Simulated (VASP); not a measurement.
**TaGe3Pd2: single point with PBE**

The system is TaGe3Pd2.

```
Ta Ge Pd
1.0
     3.26330    0.00000    0.00000
     0.00000    3.26330    0.00000
     0.00000    0.00000    9.12620
Ta Ge Pd
1 3 2
Direct
  0.00000 0.00000 0.00000
  0.50000 0.50000 0.16353
  0.50000 0.50000 0.50000
  0.50000 0.50000 0.83647
  0.00000 0.00000 0.33747
  0.00000 0.00000 0.66253
```

The cell was generated, and may not be a known phase.

```json
{"Program": "VASP 6.6.1", "Task": "single point", "Functional": "PBE", "Potentials or basis": "VASP PAW PBE potentials, release 64 (Ta_pv, Ge_d, Pd)", "Cutoff": "520 eV", "k mesh": "12 × 12 × 4", "Occupations": "gaussian, width 0.1 eV", "Spin": "no spin polarisation"}
```

The pressure is 0.1 GPa. The largest force is 0.005 eV/Å and the band gap on the k mesh is zero (an odd number of electrons rules out a gap without spin polarisation).

Forces in eV/Å, atoms in the order of the input:
```
Ta   0.000  0.000  0.000
Ge   0.000  0.000  0.005
Ge   0.000  0.000  0.000
Ge   0.000  0.000 -0.005
Pd   0.000  0.000  0.003
Pd   0.000  0.000 -0.003
```

Levels at points of the mesh, in eV from the Fermi level:
```tsv
k point	band 33	band 34	band 35	band 36	band 37	band 38	band 39	band 40	band 41	band 42
(0.00, 0.00, 0.00)	-1.96	-0.86	0.15	0.15	1.63	1.63	1.95	2.55	3.43	4.40
(0.50, 0.00, 0.00)	-2.34	-1.70	-1.52	-1.05	-0.71	0.62	1.58	3.30	3.93	4.05
(0.50, 0.50, 0.00)	-2.03	-1.83	-1.79	-0.30	0.35	0.63	0.63	1.98	2.45	2.45
(0.00, 0.00, 0.50)	-1.95	-0.18	-0.18	0.38	0.78	2.53	2.53	2.55	2.60	3.25
(0.50, 0.00, 0.50)	-2.54	-2.36	-1.47	-0.99	-0.69	1.00	1.54	3.42	3.44	4.36
(0.50, 0.50, 0.50)	-1.46	-1.46	-1.16	-0.11	-0.11	0.03	0.19	1.81	3.26	3.26
```

It took 4 min on 1 thread of AMD EPYC 9R45 96-Core Processor (Zen 5), with other jobs on the host, peak memory 0.4 GiB.

Caveat: spin-orbit coupling is left out, which moves the levels of the heavy elements; an odd number of electrons without spin polarisation forces a metal; a magnetic or distorted state may lie lower.
